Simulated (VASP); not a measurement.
# NaH (Fm-3m) in VASP: density of states with PBE

Aim: the density of states of NaH with PBE.

Everything below comes from runs of VASP 6.6.1. Logs are shortened: lines on timing, memory, paths and dates and some standing lists are left out, and cuts for length are marked.

### 1 The cell of the first run

The structure is cubic, space group Fm-3m (No. 225). Conventional cell: a = 4.833 Å, b = 4.833 Å, c = 4.833 Å, α = 90.00°, β = 90.00°, γ = 90.00°. Within 3.2 Å of Na (site symmetry m-3m) lie 6 H at 2.42 Å. H (site symmetry m-3m) has 6 Na at 2.42 Å within 3.2 Å.

### 2 Density of states, PBE

POSCAR reads:

```
NaH
1.0
    0.0000000000      2.4163655656      2.4163655656
    2.4163655656      0.0000000000      2.4163655656
    2.4163655656      2.4163655656      0.0000000000
Na H
1 1
Direct
    0.0000000000      0.0000000000      0.0000000000
    0.5000000000      0.5000000000      0.5000000000
```

INCAR.step1 reads:

```
SYSTEM = NaH
PREC     = Accurate       ! precision mode
ENCUT    = 520            ! plane-wave cutoff, eV
EDIFF    = 1E-6           ! SCF threshold, eV
ISMEAR   = 0              ! smearing method
SIGMA    = 0.05           ! smearing width, eV
LREAL    = .False.        ! projectors in reciprocal space
LASPH    = .True.         ! aspherical terms in the spheres
NELM     = 60             ! most SCF steps
ALGO     = Normal         ! electronic algorithm
ISIF     = 2              ! what is computed and relaxed
LWAVE    = .False.        ! write WAVECAR
LCHARG   = .True.         ! write CHGCAR
GGA      = PE             ! functional
NBANDS   = 11             ! bands
```

KPOINTS.step1 reads:

```
Automatic mesh
0
Gamma
  12 12 12
  0 0 0
```

INCAR.step2 reads:

```
SYSTEM = NaH
PREC     = Accurate       ! precision mode
ENCUT    = 520            ! plane-wave cutoff, eV
EDIFF    = 1E-6           ! SCF threshold, eV
ISMEAR   = -5             ! smearing method
SIGMA    = 0.05           ! smearing width, eV
LREAL    = .False.        ! projectors in reciprocal space
LASPH    = .True.         ! aspherical terms in the spheres
NELM     = 60             ! most SCF steps
ALGO     = Normal         ! electronic algorithm
ISIF     = 2              ! what is computed and relaxed
LWAVE    = .False.        ! write WAVECAR
LCHARG   = .False.        ! write CHGCAR
GGA      = PE             ! functional
LORBIT   = 11             ! projections on sites
NBANDS   = 11             ! bands
NEDOS    = 2001           ! points of the DOS
ICHARG   = 11             ! starting density
```

KPOINTS.step2 reads:

```
Automatic mesh
0
Gamma
  18 18 18
  0 0 0
```

Potentials or basis: VASP PAW PBE potentials, release 64 (Na_pv, H).

Started as:

```console
$ cat potpaw_PBE.64/Na_pv/POTCAR potpaw_PBE.64/H/POTCAR > POTCAR
$ cp INCAR.step1 INCAR
$ cp KPOINTS.step1 KPOINTS
$ mpirun -np 1 vasp_std > vasp.out
$ cp INCAR.step2 INCAR
$ cp KPOINTS.step2 KPOINTS
$ mpirun -np 1 vasp_std > vasp.out
```

OUTCAR:

```text
SYSTEM = NaH
   PREC = Accurate
   ENCUT = 520
   EDIFF = 1E-6
   ISMEAR = -5
   LREAL = .False.
   LASPH = .True.
   NELM = 60
   ISIF = 2
   GGA = PE
   LORBIT = 11
   ICHARG = 11

 ion  position               nearest neighbor table
   1  0.000  0.000  0.000-
   2  0.500  0.500  0.500-

  LATTYP: Found a face centered cubic cell.
 ALAT       =     4.8327311312

  Lattice vectors:

 A1 = (   0.0000000000,   2.4163655656,   2.4163655656)
 A2 = (   2.4163655656,   0.0000000000,   2.4163655656)
 A3 = (   2.4163655656,   2.4163655656,   0.0000000000)

Analysis of symmetry for initial positions (statically):
=====================================================================
 Subroutine PRICEL returns:
 Original cell was already a primitive cell.

 Routine SETGRP: Setting up the symmetry group for a
 face centered cubic supercell.

 Subroutine GETGRP returns: Found 48 space group operations
 (whereof 48 operations were pure point group operations)
 out of a pool of 48 trial point group operations.

The static configuration has the point symmetry O_h .

Analysis of symmetry for dynamics (positions and initial velocities):
=====================================================================
 Subroutine PRICEL returns:
 Original cell was already a primitive cell.

 Routine SETGRP: Setting up the symmetry group for a
 face centered cubic supercell.

 Subroutine GETGRP returns: Found 48 space group operations
 (whereof 48 operations were pure point group operations)
 out of a pool of 48 trial point group operations.

The dynamic configuration has the point symmetry O_h .

 Subroutine INISYM returns: Found 48 space group operations
 (whereof 48 operations are pure point group operations),
 and found     1 'primitive' translations

----------------------------------------------------------------------------------------

                                     Primitive cell

  volume of cell :      28.2175

  direct lattice vectors                    reciprocal lattice vectors
     0.000000000  2.416365566  2.416365566    -0.206922333  0.206922333  0.206922333
     2.416365566  0.000000000  2.416365566     0.206922333 -0.206922333  0.206922333
     2.416365566  2.416365566  0.000000000     0.206922333  0.206922333 -0.206922333

  length of vectors
     3.417256955  3.417256955  3.417256955     0.358399994  0.358399994  0.358399994

  position of ions in fractional coordinates (direct lattice)
     0.000000000  0.000000000  0.000000000
     0.500000000  0.500000000  0.500000000

  ion indices of the primitive-cell ions
[... 89 lines left out ...]
   NUPDOWN=      -1.0000    fix difference up-down
   EMIN   =  10.00;   EMAX   =-10.00  energy-range for DOS
   EFERMI =   0.00;   METHOD = LEGACY
   ISMEAR =    -5;   SIGMA  =   0.05  broadening in eV -4-tet -1-fermi 0-gaus
   EFERMI_NEDOS =   21; number of points for ismear=-14 and -15
   IALGO  =     38    algorithm
   IMIX   =      4    mixing-type and parameters
     AMIX     =   0.40;   BMIX     =  1.00
     AMIX_MAG =   1.60;   BMIX_MAG =  1.00
  volume/ion in A,a.u.               =      14.11        95.21
  Fermi-wavevector in a.u.,A,eV,Ry     =   1.075471  2.032346 15.737025  1.156639
  Thomas-Fermi vector in A             =   2.211329
   LORBIT       =     11    0 simple, 1 ext, 2 COOP (PROOUT), +10 PAW based schemes
   GGA     = PE    functional components
   LHFCALC =     F    Hartree Fock is set to
   AEXX    =    0.0000 exact exchange contribution
   IVDW    =     0    specifies the selected vdW correction
   LEPSILON=     F    determine dielectric tensor
   LRPA    =     F    only Hartree local field effects (RPA)
 non-spin polarized calculation
 Fermi weights with tetrahedron method with Bloechl corrections
  energy-cutoff  :      520.00
  volume of cell :       28.22
 maximum number of plane-waves:       775
 NGX is ok and might be reduce to    28

 number of electron       7.9999999 magnetization

 Free energy of the ion-electron system (eV)
  ---------------------------------------------------
  ext. energy  EPLUGINS =         0.00000000
  ---------------------------------------------------
  free energy    TOTEN  =        -5.08762078 eV

  energy without entropy =       -5.08762078  energy(sigma->0) =       -5.08762078

 E-fermi :  -1.1084     XC(G=0):  -7.7695

 val. band max:       -1.1197003379   @ k =  -0.2778   0.5000   0.2222
 cond. band min:       2.6460551002   @ k =   0.5000   0.0000   0.0000
 fundamental gap:      3.7657554382
 Fermi energy:        -1.1083717907

 k-point     1 :       0.0000    0.0000    0.0000
  band No.  band energies     occupation
      1     -23.2166      2.00000
      2     -23.2165      2.00000
      3     -23.2165      2.00000
      4      -4.7312      2.00000
      5       9.3030      0.00000
      6      14.4872      0.00000
      7      14.4872      0.00000
      8      14.4872      0.00000
      9      15.3448      0.00000
     10      15.3448      0.00000
     11      15.3448      0.00000
[... 309 lines left out ...]
 k-point    24 :      -0.2222    0.0556    0.0000
  band No.  band energies     occupation
      1     -23.2613      2.00000
      2     -23.2248      2.00000
      3     -23.2209      2.00000
      4      -3.7288      2.00000
      5       6.2992      0.00000
      6      10.0569      0.00000
      7      12.7028      0.00000
      8      13.4842      0.00000
      9      15.7920      0.00000
     10      16.5954      0.00000
     11      17.9874      0.00000

 [... further k-points ...]
[... 5 lines left out ...]
  --------------------------------------------------------------------------------------
  -------------------------------------------------------------------------------------
  Total       -0.0077355     -0.0077355     -0.0077355     -0.0000000      0.0000000     -0.0000000
  in kB       -0.4392201     -0.4392201     -0.4392201     -0.0000000      0.0000000     -0.0000000
  external PRESSURE =      -0.4392201 kB  Pullay stress =       0.0000000 kB

 VOLUME and BASIS-vectors are now :
 -----------------------------------------------------------------------------
  energy-cutoff  :      520.00
  volume of cell :       28.22
      direct lattice vectors                 reciprocal lattice vectors
     0.000000000  2.416365566  2.416365566    -0.206922333  0.206922333  0.206922333
     2.416365566  0.000000000  2.416365566     0.206922333 -0.206922333  0.206922333
     2.416365566  2.416365566  0.000000000     0.206922333  0.206922333 -0.206922333

 POSITION                                       TOTAL-FORCE (eV/Angst)
 -----------------------------------------------------------------------------------
      0.00000      0.00000      0.00000         0.000000      0.000000      0.000000
      2.41637      2.41637      2.41637        -0.000000     -0.000000      0.000000
 -----------------------------------------------------------------------------------
    total drift:                               -0.000000      0.000000      0.000000

  FREE ENERGIE OF THE ION-ELECTRON SYSTEM (eV)
  ---------------------------------------------------
  free  energy   TOTEN  =        -5.0876207830 eV

  energy  without entropy=       -5.0876207830  energy(sigma->0) =       -5.08762078

 total charge

# of ion       s       p       d       tot
------------------------------------------
    1        0.060   5.987   0.000   6.047
    2        0.515   0.001   0.000   0.516
--------------------------------------------------
tot          0.576   5.987   0.000   6.563
```

OUTCAR.step1:

```text
SYSTEM = NaH
   PREC = Accurate
   ENCUT = 520
   EDIFF = 1E-6
   ISMEAR = 0
   LREAL = .False.
   LASPH = .True.
[... 558 lines left out ...]
      0.00000      0.00000      0.00000         0.000000     -0.000000      0.000000
      2.41637      2.41637      2.41637        -0.000000      0.000000     -0.000000
 -----------------------------------------------------------------------------------
    total drift:                               -0.000000      0.000000      0.000000

  FREE ENERGIE OF THE ION-ELECTRON SYSTEM (eV)
  ---------------------------------------------------
  free  energy   TOTEN  =        -5.0876191952 eV

  energy  without entropy=       -5.0876191952  energy(sigma->0) =       -5.08761920
```

It took 55 s on 1 thread of AMD EPYC 7R13 (Zen 3), shared host; peak memory 0.15 GiB.

What came out:

* Valence electrons inside the program's atomic spheres: Na 6.05; H 0.52
